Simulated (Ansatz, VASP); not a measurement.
AlN: VASP beside Ansatz

The input INCAR:

```
SYSTEM = AlN
PREC = Accurate
ENCUT = 600
EDIFF = 1E-6
ISMEAR = 0
SIGMA = 0.02
LREAL = .FALSE.
LASPH = .TRUE.
NELM = 120
ALGO = Normal
ISIF = 2
LWAVE = .FALSE.
LCHARG = .FALSE.
GGA = PS
NBANDS = 11
GGA_COMPAT = .FALSE.
```

The input KPOINTS:

```
regular mesh
0
G
  10 10 10
  0 0 0
```

The input POSCAR:

```
AlN
1.0
    0.0000000000      2.1886939014      2.1886939014
    2.1886939014      0.0000000000      2.1886939014
    2.1886939014      2.1886939014      0.0000000000
Al N
1 1
Direct
    0.0000000000      0.0000000000      0.0000000000
    0.2500000000      0.2500000000      0.2500000000
```

Input for Ansatz:

```yaml
crystal:
  lattice:
    - [0.0, 2.1886939014, 2.1886939014]
    - [2.1886939014, 0.0, 2.1886939014]
    - [2.1886939014, 2.1886939014, 0.0]
  atoms:
    - { symbol: Al, position: [0.0, 0.0, 0.0] }
    - { symbol: "N", position: [0.25, 0.25, 0.25] }
basis:
  ecutwfc: 420
kpoints:
  mp_grid: { grid: [10, 10, 10] }
  band_path:
    path:
      - [[0.0, 0.0, 0.0], [-0.5, -0.5, 0.0], [-0.375, -0.375, 0.25]]
      - [[-0.375, 0.0, 0.375], [0.0, 0.0, 0.0], [0.0, 0.0, 0.5], [-0.5, -0.25, 0.25], [-0.5, -0.5, 0.0]]
    npoints: 10
hamiltonian:
  xc: pbesol
  pseudopotentials: { kind: paw, azcp: { folder: soft_1 } }
scf:
  occupations: { method: gaussian, width: 0.02 }
  n_extra_bands: 7
output:
  forces: true
  stress: true
  eigenvalues: true
```

Alike in both runs: task single point; functional PBEsol; k mesh 10 × 10 × 10; occupations gaussian, width 0.02 eV; no spin polarisation.

|  | VASP | Ansatz |
| --- | --- | --- |
| version | VASP 6.6.1 | Ansatz 0.2.0 |
| potentials or method | VASP PAW PBE potentials, release 64 (Al, N), cutoff 600 eV | scalar-relativistic, plane waves, PAW |
| valence electrons in the cell | 8 | 8 |

|  | VASP | Ansatz | Ansatz less VASP |
| --- | --- | --- | --- |
| gap on the k mesh at the Fermi level (eV) | 3.18 | 3.19 | +0.007 |
| least direct gap on the mesh (eV) | 4.08 | 4.06 | -0.016 |
| pressure (GPa) | -0.1 | 0.0 | +0.12 |

VASP's potentials were made for PBE, not for PBEsol, and Ansatz warns of the same on its side.
